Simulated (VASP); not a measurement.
# PbO (R-3m) in VASP: single point with r2SCAN

Aim: the single point of PbO with r2SCAN.

Program: VASP 6.6.1. These are calculated values, not measurements. Logs are shortened: lines on timing, memory, paths and dates and some standing lists are left out, and cuts for length are marked.

## 1. The cell of the first run

Symmetry: R-3m, No. 166, trigonal system. Conventional cell: a = 3.686 Å, b = 3.686 Å, c = 8.860 Å, α = 90.00°, β = 90.00°, γ = 120.00°. Within 3.4 Å of Pb (site symmetry -3m) lie 6 O at 2.59 Å. Within 3.4 Å of O (site symmetry -3m) lie 6 Pb at 2.59 Å.

## 2. Single point, r2SCAN (strain along [111] -1.9%)

Input file POSCAR:

```
PbO
1.0
   -0.0324945848      2.5740229119      2.5740229119
    2.5740229119     -0.0324945848      2.5740229119
    2.5740229119      2.5740229119     -0.0324945848
Pb O
1 1
Direct
    0.0000000000      0.0000000000      0.0000000000
    0.5000000000      0.5000000000      0.5000000000
```

Input file INCAR.step1:

```
SYSTEM = PbO
  ALGO = Normal
  EDIFF = 1E-5
  ENCUT = 660
  GGA = PE
  GGA_COMPAT = .False.
  ISMEAR = -1
  LASPH = .True.
  LCHARG = .False.
  LREAL = .False.
  LWAVE = .True.
  NBANDS = 17
  NELM = 120
  PREC = Accurate
  SIGMA = 0.02
```

Input file INCAR.step2:

```
SYSTEM = PbO
  ALGO = Normal
  EDIFF = 1E-6
  ENCUT = 660
  GGA_COMPAT = .False.
  ISIF = 2
  ISMEAR = -1
  ISTART = 1
  LASPH = .True.
  LCHARG = .True.
  LELF = .True.
  LMIXTAU = .True.
  LREAL = .False.
  LVHAR = .True.
  LWAVE = .False.
  METAGGA = R2SCAN
  NBANDS = 17
  NELM = 120
  PREC = Accurate
  SIGMA = 0.02
```

Input file KPOINTS:

```
k-points
0
Gamma
  8 8 8
  0 0 0
```

Potentials or basis: VASP PAW PBE potentials, release 64 (Pb_d, O).

On the command line:

```bash
> cat potpaw_PBE.64/Pb_d/POTCAR potpaw_PBE.64/O/POTCAR > POTCAR
> cp INCAR.step1 INCAR
> mpirun -np 1 vasp_std > vasp.out
> cp INCAR.step2 INCAR
> mpirun -np 1 vasp_std > vasp.out
```

OUTCAR:

```text
SYSTEM = PbO
   EDIFF = 1E-6
   ENCUT = 660
   ISIF = 2
   ISMEAR = -1
   ISTART = 1
   LASPH = .True.
   LREAL = .False.
   METAGGA = R2SCAN
   NELM = 120
   PREC = Accurate

 ion  position               nearest neighbor table
   1  0.000  0.000  0.000-   2 2.59   2 2.59   2 2.59   2 2.59   2 2.59   2 2.59
   2  0.500  0.500  0.500-   1 2.59   1 2.59   1 2.59   1 2.59   1 2.59   1 2.59

  LATTYP: Found a trigonal (rhomboedric) cell.
 ALAT       =     3.6403631412
 COS(alpha) =     0.4873371209

  Lattice vectors:

 A1 = (  -0.0324945848,   2.5740229119,   2.5740229119)
 A2 = (   2.5740229119,  -0.0324945848,   2.5740229119)
 A3 = (   2.5740229119,   2.5740229119,  -0.0324945848)

Analysis of symmetry for initial positions (statically):
=====================================================================
 Subroutine PRICEL returns:
 Original cell was already a primitive cell.

 Routine SETGRP: Setting up the symmetry group for a
 trigonal (rhombohedral) supercell.

 Subroutine GETGRP returns: Found 12 space group operations
 (whereof 12 operations were pure point group operations)
 out of a pool of 12 trial point group operations.

The static configuration has the point symmetry D_3d.

Analysis of symmetry for dynamics (positions and initial velocities):
=====================================================================
 Subroutine PRICEL returns:
 Original cell was already a primitive cell.

 Routine SETGRP: Setting up the symmetry group for a
 trigonal (rhombohedral) supercell.

 Subroutine GETGRP returns: Found 12 space group operations
 (whereof 12 operations were pure point group operations)
 out of a pool of 12 trial point group operations.

The dynamic configuration has the point symmetry D_3d.

 Subroutine INISYM returns: Found 12 space group operations
 (whereof 12 operations are pure point group operations),
 and found     1 'primitive' translations

----------------------------------------------------------------------------------------

                                     Primitive cell

  volume of cell :      34.7547

  direct lattice vectors                    reciprocal lattice vectors
    -0.032494585  2.574022912  2.574022912    -0.190608328  0.193045341  0.193045341
     2.574022912 -0.032494585  2.574022912     0.193045341 -0.190608328  0.193045341
     2.574022912  2.574022912 -0.032494585     0.193045341  0.193045341 -0.190608328

  length of vectors
[... 81 lines left out ...]
   NELM   =    120;   NELMIN=  2; NELMDL=  0     # of ELM steps
   EDIFF  = 0.1E-05   stopping-criterion for ELM
   LREAL  =      F    real-space projection
   EDIFFG = 0.1E-04   stopping-criterion for IOM
   NSW    =      0    number of steps for IOM
   IBRION =     -1    ionic relax: 0-MD 1-quasi-New 2-CG
   NFREE  =      0    steps in history (QN), initial steepest desc. (CG)
   ISIF   =      2    stress and relaxation
   ISYM   =      2    0-nonsym 1-usesym 2-fastsym
   POTIM  = 0.5000    time-step for ionic-motion
   TEBEG  =    0.0;   TEEND  =   0.0 temperature during run
   PSTRESS=    0.0 pullay stress
   NELECT =      20.0000    total number of electrons
   NUPDOWN=      -1.0000    fix difference up-down
   EMIN   =  10.00;   EMAX   =-10.00  energy-range for DOS
   EFERMI =   0.00;   METHOD = LEGACY
   ISMEAR =    -1;   SIGMA  =   0.02  broadening in eV -4-tet -1-fermi 0-gaus
   EFERMI_NEDOS =   21; number of points for ismear=-14 and -15
   IALGO  =     38    algorithm
   IMIX   =      4    mixing-type and parameters
     AMIX     =   0.40;   BMIX     =  1.00
     AMIX_MAG =   1.60;   BMIX_MAG =  1.00
  volume/ion in A,a.u.               =      17.38       117.27
  Fermi-wavevector in a.u.,A,eV,Ry     =   1.361696  2.573233 25.228151  1.854217
  Thomas-Fermi vector in A             =   2.488250
   LORBIT       =      0    0 simple, 1 ext, 2 COOP (PROOUT), +10 PAW based schemes
   METAGGA = R2SCAN    functional components
   LHFCALC =     F    Hartree Fock is set to
   AEXX    =    0.0000 exact exchange contribution
   IVDW    =     0    specifies the selected vdW correction
   LEPSILON=     F    determine dielectric tensor
   LRPA    =     F    only Hartree local field effects (RPA)
 non-spin polarized calculation
  energy-cutoff  :      660.00
  volume of cell :       34.75
 maximum number of plane-waves:      1357
 NGX is ok and might be reduce to    32
   NGX = 15   NGY = 15   NGZ = 15

 number of electron      20.0000000 magnetization

 Free energy of the ion-electron system (eV)
  ---------------------------------------------------
  ext. energy  EPLUGINS =         0.00000000
  ---------------------------------------------------
  free energy    TOTEN  =       -64.28873399 eV

  energy without entropy =      -64.28873337  energy(sigma->0) =      -64.28873368

 E-fermi :   7.0058     XC(G=0): -11.3955

 val. band max:        6.8273264232   @ k =   0.5000   0.0000  -0.0000
 cond. band min:       7.1745475940   @ k =   0.5000   0.5000   0.5000
 fundamental gap:      0.3472211708
 Fermi energy:         7.0057987541

 k-point     1 :       0.0000    0.0000    0.0000
  band No.  band energies     occupation
      1     -12.2276      2.00000
      2     -10.3398      2.00000
      3     -10.3398      2.00000
      4     -10.3354      2.00000
      5     -10.1967      2.00000
      6     -10.1967      2.00000
[... 457 lines left out ...]
      4     -10.2933      2.00000
      5     -10.2219      2.00000
      6     -10.0912      2.00000
[... 9 lines left out ...]
     16      20.9907      0.00000
     17      24.0688      0.00000

 [... further k-points ...]

------------------------ aborting loop because EDIFF is reached ----------------------------------------

  FORCE on cell =-STRESS in cart. coord.  units (eV):
  Direction    XX          YY          ZZ          XY          YZ          ZX
  --------------------------------------------------------------------------------------
  -------------------------------------------------------------------------------------
  Total        0.4490122      0.4490122      0.4490122      0.0814579      0.0814579      0.0814579
  in kB       20.6992706     20.6992706     20.6992706      3.7551730      3.7551730      3.7551730
  external PRESSURE =      20.6992706 kB  Pullay stress =       0.0000000 kB

 VOLUME and BASIS-vectors are now :
 -----------------------------------------------------------------------------
  energy-cutoff  :      660.00
  volume of cell :       34.75
      direct lattice vectors                 reciprocal lattice vectors
    -0.032494585  2.574022912  2.574022912    -0.190608328  0.193045341  0.193045341
     2.574022912 -0.032494585  2.574022912     0.193045341 -0.190608328  0.193045341
     2.574022912  2.574022912 -0.032494585     0.193045341  0.193045341 -0.190608328

 POSITION                                       TOTAL-FORCE (eV/Angst)
 -----------------------------------------------------------------------------------
      0.00000      0.00000      0.00000         0.000000      0.000000      0.000000
      2.55778      2.55778      2.55778        -0.000000     -0.000000     -0.000000
 -----------------------------------------------------------------------------------
    total drift:                                0.000000     -0.000000     -0.000000

  FREE ENERGIE OF THE ION-ELECTRON SYSTEM (eV)
  ---------------------------------------------------
  free  energy   TOTEN  =       -64.2887339897 eV

  energy  without entropy=      -64.2887333661  energy(sigma->0) =      -64.28873368
```

OUTCAR.step1:

```text
SYSTEM = PbO
   EDIFF = 1E-5
   ENCUT = 660
   GGA = PE
   ISMEAR = -1
   LASPH = .True.
   LREAL = .False.
[... 701 lines left out ...]
      0.00000      0.00000      0.00000        -0.000000      0.000000     -0.000000
      2.55778      2.55778      2.55778         0.000000     -0.000000      0.000000
 -----------------------------------------------------------------------------------
    total drift:                                0.000000     -0.000000     -0.000000

  FREE ENERGIE OF THE ION-ELECTRON SYSTEM (eV)
  ---------------------------------------------------
  free  energy   TOTEN  =       -10.3634278376 eV

  energy  without entropy=      -10.3634278305  energy(sigma->0) =      -10.36342783
```

It used 330 s of CPU time on 1 thread of AMD EPYC 7R13 Processor (Zen 3), with other jobs on the host.

What came out:

```yaml
Free_energy: -64.2887 eV
Pressure: 2.1 GPa
Band_gap_on_the_k_mesh: 0.35 eV, indirect (least direct gap 0.37 eV)
```

Stress tensor (GPa, compression positive):
```
2.07 0.38 0.38
0.38 2.07 0.38
0.38 0.38 2.07
```

Caveat: the cell differs from its parent crystal (strain along [111] -1.9%); the PAW data sets were made with another functional, which shifts forces and pressure a little; spin-orbit coupling is left out, which moves the levels of the heavy elements.
